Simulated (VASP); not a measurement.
# CsSnI3 (Pm-3m) in VASP: notebook

Runs on CsSnI3. Level: PBE. Tasks: dielectric tensor, electric field gradients.

All numbers are computed with VASP 6.6.1; they aren't measurements. Logs are shortened: lines on timing, memory, paths and dates and some standing lists are left out, and cuts for length are marked.

## 1. The cell of the first run

It takes space group Pm-3m (No. 221, cubic). The conventional cell has a = 6.206 Å, b = 6.206 Å, c = 6.206 Å, α = 90.00°, β = 90.00°, γ = 90.00°. Within 5.8 Å of Cs (site symmetry m-3m) lie 12 I at 4.39 Å and 8 Sn at 5.37 Å. Sn (site symmetry m-3m) has 6 I at 3.10 Å within 4.1 Å. Within 4.1 Å of I (site symmetry 4/mmm) lie 2 Sn at 3.10 Å.

## 2. Dielectric tensor, PBE

Contents of INCAR:

```
PREC = Accurate ; ENCUT = 520
EDIFF = 1E-8 ; ISMEAR = 0
SIGMA = 0.01 ; LREAL = False
LASPH = True ; NELM = 100
ALGO = Normal ; ISIF = 2
LWAVE = False ; LCHARG = False
GGA = PE ; LEPSILON = True
```

Contents of KPOINTS:

```
Automatic mesh
0
Gamma
  5 5 5
```

Contents of POSCAR:

```
CsSnI3
1.0
    6.2057000000      0.0000000000      0.0000000000
    0.0000000000      6.2057000000      0.0000000000
    0.0000000000      0.0000000000      6.2057000000
Cs Sn I
1 1 3
Direct
    0.0000000000      0.0000000000      0.0000000000
    0.5000000000      0.5000000000      0.5000000000
    0.0000000000      0.5000000000      0.5000000000
    0.5000000000      0.0000000000      0.5000000000
    0.5000000000      0.5000000000      0.0000000000
```

Potentials or basis: VASP PAW PBE potentials, release 64 (Cs_sv, Sn_d, I).

On the command line:

```sh
cat potpaw_PBE.64/Cs_sv/POTCAR potpaw_PBE.64/Sn_d/POTCAR potpaw_PBE.64/I/POTCAR > POTCAR
mpirun -np 1 vasp_std > vasp.out
```

OUTCAR:

```text
PREC = Accurate
   ENCUT = 520
   EDIFF = 1E-8
   ISMEAR = 0
   LREAL = False
   LASPH = True
   NELM = 100
   ISIF = 2
   GGA = PE
   LEPSILON = True

 ion  position               nearest neighbor table
   1  0.000  0.000  0.000-
   2  0.500  0.500  0.500-   3 3.10   4 3.10   5 3.10   5 3.10   4 3.10   3 3.10
   3  0.000  0.500  0.500-   2 3.10   2 3.10
   4  0.500  0.000  0.500-   2 3.10   2 3.10
   5  0.500  0.500  0.000-   2 3.10   2 3.10

  LATTYP: Found a simple cubic cell.
 ALAT       =     6.2057000000

  Lattice vectors:

 A1 = (   6.2057000000,   0.0000000000,   0.0000000000)
 A2 = (   0.0000000000,   6.2057000000,   0.0000000000)
 A3 = (   0.0000000000,   0.0000000000,   6.2057000000)

Analysis of symmetry for initial positions (statically):
=====================================================================
 Subroutine PRICEL returns:
 Original cell was already a primitive cell.

 Routine SETGRP: Setting up the symmetry group for a
 simple cubic supercell.

 Subroutine GETGRP returns: Found 48 space group operations
 (whereof 48 operations were pure point group operations)
 out of a pool of 48 trial point group operations.

The static configuration has the point symmetry O_h .

Analysis of symmetry for dynamics (positions and initial velocities):
=====================================================================
 Subroutine PRICEL returns:
 Original cell was already a primitive cell.

 Routine SETGRP: Setting up the symmetry group for a
 simple cubic supercell.

 Subroutine GETGRP returns: Found 48 space group operations
 (whereof 48 operations were pure point group operations)
 out of a pool of 48 trial point group operations.

The dynamic configuration has the point symmetry O_h .

 Subroutine INISYM returns: Found 48 space group operations
 (whereof 48 operations are pure point group operations),
 and found     1 'primitive' translations

----------------------------------------------------------------------------------------

                                     Primitive cell
[... 443 lines left out ...]
      0.00000      3.10285      3.10285         0.000000      0.000000      0.000000
      3.10285      0.00000      3.10285         0.000000      0.000000      0.000000
      3.10285      3.10285      0.00000         0.000000      0.000000      0.000000
 -----------------------------------------------------------------------------------
    total drift:                                0.000000     -0.000000     -0.000000

  FREE ENERGIE OF THE ION-ELECTRON SYSTEM (eV)
  ---------------------------------------------------
  free  energy   TOTEN  =       -14.0495691460 eV

  energy  without entropy=      -14.0495691460  energy(sigma->0) =      -14.04956915

 HEAD OF MICROSCOPIC STATIC DIELECTRIC TENSOR (INDEPENDENT PARTICLE, excluding Hartree and local field effects)
 ------------------------------------------------------
           5.963712    -0.000000    -0.000000
          -0.000000     5.963712    -0.000000
           0.000000     0.000000     5.963712
 ------------------------------------------------------

 Free energy of the ion-electron system (eV)
  ---------------------------------------------------
  ---------------------------------------------------
  free energy    TOTEN  =        -3.29760417 eV

  energy without entropy =       -3.29760417

------------------------ aborting loop because EDIFF is reached ----------------------------------------

--------------------------------------- Ionic step        2  -------------------------------------------

------------------------ aborting loop because EDIFF is reached ----------------------------------------

--------------------------------------- Ionic step        3  -------------------------------------------

 Free energy of the ion-electron system (eV)
  ---------------------------------------------------
  ---------------------------------------------------
  free energy    TOTEN  =        -3.29759469 eV

  energy without entropy =       -3.29759469

------------------------ aborting loop because EDIFF is reached ----------------------------------------

 PIEZOELECTRIC TENSOR FIELD DIRECTION 3  (e Angst)
 -----------------------------------------------------------------------------
    -0.00766  0.00000 -0.00000           ( -0.00003  0.00000  0.00000)
     0.00000 -0.00766  0.00000           (  0.00000 -0.00003  0.00000)
     0.00000  0.00000  0.03388           (  0.00000  0.00000 -0.00002)

 PIEZOELECTRIC TENSOR FIELD DIRECTION 3  (C/m^2)
 -----------------------------------------------------------------------------
    -0.00051  0.00000 -0.00000
     0.00000 -0.00051  0.00000
     0.00000  0.00000  0.00227

 MACROSCOPIC STATIC DIELECTRIC TENSOR (including local field effects in DFT)
 ------------------------------------------------------
           5.536816    -0.000000     0.000000
           0.000000     5.536816     0.000000
          -0.000000     0.000000     5.536816
 ------------------------------------------------------

 PIEZOELECTRIC TENSOR (including local field effects)  for field in x, y, z        (e  Angst)
          XX          YY          ZZ          XY          YZ          ZX
  --------------------------------------------------------------------------------
  x     0.00000     0.00000     0.00000     0.00000     0.00000     0.00000
  y     0.00000     0.00000     0.00000     0.00000     0.00000     0.00000
  z     0.00000     0.00000     0.00000     0.00000     0.00000     0.00000

 PIEZOELECTRIC TENSOR (including local field effects)  for field in x, y, z        (C/m^2)
          XX          YY          ZZ          XY          YZ          ZX
  --------------------------------------------------------------------------------
  x     0.00000     0.00000     0.00000     0.00000     0.00000     0.00000
  y     0.00000     0.00000     0.00000     0.00000     0.00000     0.00000
  z     0.00000     0.00000     0.00000     0.00000     0.00000     0.00000

 BORN EFFECTIVE CHARGES (including local field effects) (in |e|, cummulative output)
 ---------------------------------------------------------------------------------
 ion    1
    1     1.16974    -0.00000     0.00000
    2     0.00000     1.16974     0.00000
    3    -0.00000     0.00000     1.16974
 ion    2
    1     5.31689    -0.00000     0.00000
    2    -0.00000     5.31689     0.00000
    3     0.00000    -0.00000     5.31689
 ion    3
    1    -4.19205     0.00000     0.00000
    2     0.00000    -1.14729     0.00000
    3     0.00000    -0.00000    -1.14729
 ion    4
    1    -1.14729    -0.00000    -0.00000
    2     0.00000    -4.19205    -0.00000
    3    -0.00000     0.00000    -1.14729
 ion    5
    1    -1.14729     0.00000     0.00000
    2     0.00000    -1.14729     0.00000
    3     0.00000     0.00000    -4.19205
```

It took 21 min on 1 thread of Intel Xeon Platinum 8259CL at 2.50GHz (Skylake/Cascade Lake), shared host; peak memory 0.58 GiB.

What came out:

```
Band gap on the k mesh                  : 1.75 eV, direct
Electronic dielectric tensor (diagonal) : 5.54
Born charges (mean of the diagonal)     : Cs +1.17; Sn +5.32; I -2.16 e
```

Electronic dielectric tensor:
```
5.54 0.00 0.00
0.00 5.54 0.00
0.00 0.00 5.54
```

Born effective charge tensors (e):
atom 1, Cs
```
1.17 0.00 0.00
0.00 1.17 0.00
0.00 0.00 1.17
```
atom 2, Sn
```
5.32 0.00 0.00
0.00 5.32 0.00
0.00 0.00 5.32
```
atom 3, I
```
-4.19  0.00  0.00
 0.00 -1.15  0.00
 0.00  0.00 -1.15
```
atom 4, I
```
-1.15  0.00  0.00
 0.00 -4.19  0.00
 0.00  0.00 -1.15
```
atom 5, I
```
-1.15  0.00  0.00
 0.00 -1.15  0.00
 0.00  0.00 -4.19
```

Caveat: spin-orbit coupling is left out, which moves the levels of the heavy elements. A k mesh can miss the band edges.

## 3. Electric field gradients, PBE

This run uses another cell than the first one: it holds 10 atoms, not 5.

Contents of INCAR:

```
SYSTEM = CsSnI3
PREC = Accurate ; ENCUT = 520
EDIFF = 1E-8 ; ISMEAR = 0
SIGMA = 0.01 ; LREAL = .FALSE.
LASPH = .TRUE. ; NELM = 100
ALGO = Normal ; ISIF = 2
LWAVE = .FALSE. ; LCHARG = .FALSE.
GGA = PE ; LEFG = .TRUE.
NBANDS = 55
```

Contents of KPOINTS:

```
Automatic mesh
0
G
  3 3 3
  0 0 0
```

Contents of POSCAR:

```
CsSnI3
1.0
    0.0000000000      6.2057000000      6.2057000000
    6.2057000000      0.0000000000      6.2057000000
    6.2057000000      6.2057000000      0.0000000000
Cs Sn I
2 2 6
Direct
    0.0000000000      0.0000000000      0.0000000000
    0.5000000000      0.5000000000      0.5000000000
    0.2500000000      0.2500000000      0.2500000000
    0.7500000000      0.7500000000      0.7500000000
    0.5000000000      0.0000000000      0.0000000000
    0.0000000000      0.5000000000      0.5000000000
    0.0000000000      0.5000000000      0.0000000000
    0.5000000000      0.0000000000      0.5000000000
    0.0000000000      0.0000000000      0.5000000000
    0.5000000000      0.5000000000      0.0000000000
```

Potentials or basis: VASP PAW PBE potentials, release 64 (Cs_sv, Sn_d, I).

On the command line:

```sh
cat potpaw_PBE.64/Cs_sv/POTCAR potpaw_PBE.64/Sn_d/POTCAR potpaw_PBE.64/I/POTCAR > POTCAR
mpirun -np 1 vasp_std > vasp.out
```

OUTCAR:

```text
SYSTEM = CsSnI3
   PREC = Accurate
   ENCUT = 520
   EDIFF = 1E-8
   ISMEAR = 0
   LREAL = .FALSE.
   LASPH = .TRUE.
   NELM = 100
   ISIF = 2
   GGA = PE

 ion  position               nearest neighbor table
   1  0.000  0.000  0.000-
   2  0.500  0.500  0.500-
   3  0.250  0.250  0.250-   5 3.10   6 3.10   7 3.10   8 3.10   9 3.10  10 3.10
   4  0.750  0.750  0.750-   5 3.10   6 3.10   7 3.10   8 3.10   9 3.10  10 3.10
   5  0.500  0.000  0.000-   3 3.10   4 3.10
   6  0.000  0.500  0.500-   3 3.10   4 3.10
   7  0.000  0.500  0.000-   3 3.10   4 3.10
   8  0.500  0.000  0.500-   3 3.10   4 3.10
   9  0.000  0.000  0.500-   3 3.10   4 3.10
  10  0.500  0.500  0.000-   3 3.10   4 3.10

  LATTYP: Found a face centered cubic cell.
 ALAT       =    12.4114000000

  Lattice vectors:

 A1 = (   0.0000000000,   6.2057000000,   6.2057000000)
 A2 = (   6.2057000000,   0.0000000000,   6.2057000000)
 A3 = (   6.2057000000,   6.2057000000,   0.0000000000)

Analysis of symmetry for initial positions (statically):
=====================================================================
 Subroutine PRICEL returns following result:

  LATTYP: Found a simple cubic cell.
 ALAT       =     6.2057000000
[... 455 lines left out ...]
 ion       V_xx      V_yy      V_zz      V_xy      V_xz      V_yz
---------------------------------------------------------------------
   1       0.000     0.000    -0.000     0.000     0.000     0.000
   2       0.000     0.000    -0.000     0.000     0.000     0.000
   3      -0.000    -0.000    -0.000    -0.002    -0.002    -0.002
   4      -0.000    -0.000    -0.000    -0.002    -0.002    -0.002
   5     388.252  -194.126  -194.126    -0.000    -0.000     0.000
   6     388.252  -194.126  -194.126    -0.000    -0.000     0.000
   7    -194.126   388.252  -194.126    -0.000     0.000    -0.000
   8    -194.126   388.252  -194.126    -0.000     0.000    -0.000
   9    -194.126  -194.126   388.252     0.000    -0.000    -0.000
  10    -194.126  -194.126   388.252     0.000    -0.000    -0.000
---------------------------------------------------------------------

 Electric field gradients after diagonalization (V/A^2)
 (convention: |V_zz| > |V_xx| > |V_yy|)
----------------------------------------------------------------------
 ion       V_xx      V_yy      V_zz     asymmetry (V_yy - V_xx)/ V_zz
----------------------------------------------------------------------
   1      -0.000    -0.000     0.000       0.000
   2      -0.000    -0.000     0.000       0.000
   3       0.002     0.002    -0.004       0.000
   4       0.002     0.002    -0.004       0.000
   5    -194.126  -194.126   388.252       0.000
   6    -194.126  -194.126   388.252       0.000
   7    -194.126  -194.126   388.252       0.000
   8    -194.126  -194.126   388.252       0.000
   9    -194.126  -194.126   388.252       0.000
  10    -194.126  -194.126   388.252       0.000
----------------------------------------------------------------------

           NMR quadrupolar parameters

 Cq : quadrupolar parameter    Cq=e*Q*V_zz/h
 eta: asymmetry parameters     (V_yy - V_xx)/ V_zz
 Q  : nuclear electric quadrupole moment in mb (millibarn)
----------------------------------------------------------------------
 ion       Cq(MHz)       eta       Q (mb)
----------------------------------------------------------------------
   1       0.000       0.000       1.000
   2       0.000       0.000       1.000
   3      -0.000       0.000       1.000
   4      -0.000       0.000       1.000
   5       0.939       0.000       1.000
   6       0.939       0.000       1.000
   7       0.939       0.000       1.000
   8       0.939       0.000       1.000
   9       0.939       0.000       1.000
  10       0.939       0.000       1.000
----------------------------------------------------------------------
```

OSZICAR:

```text
N       E                     dE             d eps       ncg     rms          rms(c)
DAV:   1     0.748033540935E+03    0.74803E+03   -0.35740E+04   448   0.145E+03
DAV:   2     0.779892459171E+02   -0.67004E+03   -0.64636E+03   504   0.304E+02
DAV:   3    -0.233122759677E+02   -0.10130E+03   -0.10051E+03   514   0.137E+02
DAV:   4    -0.283368564790E+02   -0.50246E+01   -0.50107E+01   528   0.356E+01
DAV:   5    -0.285256380149E+02   -0.18878E+00   -0.18868E+00   617   0.671E+00    0.604E+00
DAV:   6    -0.280418748597E+02    0.48376E+00   -0.74014E-01   584   0.340E+00    0.395E+00
DAV:   7    -0.280025555771E+02    0.39319E-01   -0.65651E-01   569   0.251E+00    0.135E+00
DAV:   8    -0.280063519044E+02   -0.37963E-02   -0.10206E-01   560   0.151E+00    0.521E-01
DAV:   9    -0.280074083977E+02   -0.10565E-02   -0.10541E-02   577   0.593E-01    0.181E-01
DAV:  10    -0.280072976139E+02    0.11078E-03   -0.23850E-03   577   0.263E-01    0.347E-02
DAV:  11    -0.280074825114E+02   -0.18490E-03   -0.10160E-03   593   0.139E-01    0.833E-02
DAV:  12    -0.280074448778E+02    0.37634E-04   -0.71943E-05   536   0.324E-02    0.464E-02
DAV:  13    -0.280074208185E+02    0.24059E-04   -0.69194E-05   577   0.382E-02    0.908E-03
DAV:  14    -0.280074215516E+02   -0.73311E-06   -0.68470E-06   632   0.100E-02    0.199E-03
DAV:  15    -0.280074217464E+02   -0.19479E-06   -0.35105E-07   537   0.207E-03    0.131E-03
DAV:  16    -0.280074218591E+02   -0.11276E-06   -0.67837E-08   457   0.107E-03    0.237E-03
DAV:  17    -0.280074216783E+02    0.18088E-06   -0.59359E-08   504   0.118E-03    0.786E-04
DAV:  18    -0.280074216726E+02    0.57107E-08   -0.54067E-09   298   0.311E-04
   1 F= -.28007422E+02 E0= -.28007422E+02  d E =-.521212E-68
```

Wall time 6.7 min (1 thread of Intel Xeon Platinum 8259CL at 2.50GHz (Skylake/Cascade Lake), shared host); peak memory 0.75 GiB.

What came out:

* Free energy: -28.0074 eV
* Pressure: 0.7 GPa
* Band gap on the k mesh: 0.31 eV

Electric field gradients, principal values (V/Å²):
| atom | least | middle | greatest (by size) |
| --- | --- | --- | --- |
| 1 Cs | 0.000 | 0.000 | 0.000 |
| 2 Cs | 0.000 | 0.000 | 0.000 |
| 3 Sn | 0.002 | 0.002 | -0.004 |
| 4 Sn | 0.002 | 0.002 | -0.004 |
| 5 I | -194.126 | -194.126 | 388.252 |
| 6 I | -194.126 | -194.126 | 388.252 |
| 7 I | -194.126 | -194.126 | 388.252 |
| 8 I | -194.126 | -194.126 | 388.252 |
| 9 I | -194.126 | -194.126 | 388.252 |
| 10 I | -194.126 | -194.126 | 388.252 |

Caveat: without QUAD_EFG the Cq values of the log hold for a quadrupole moment of 1 mb, not for the nuclei; spin-orbit coupling is left out, which moves the levels of the heavy elements.
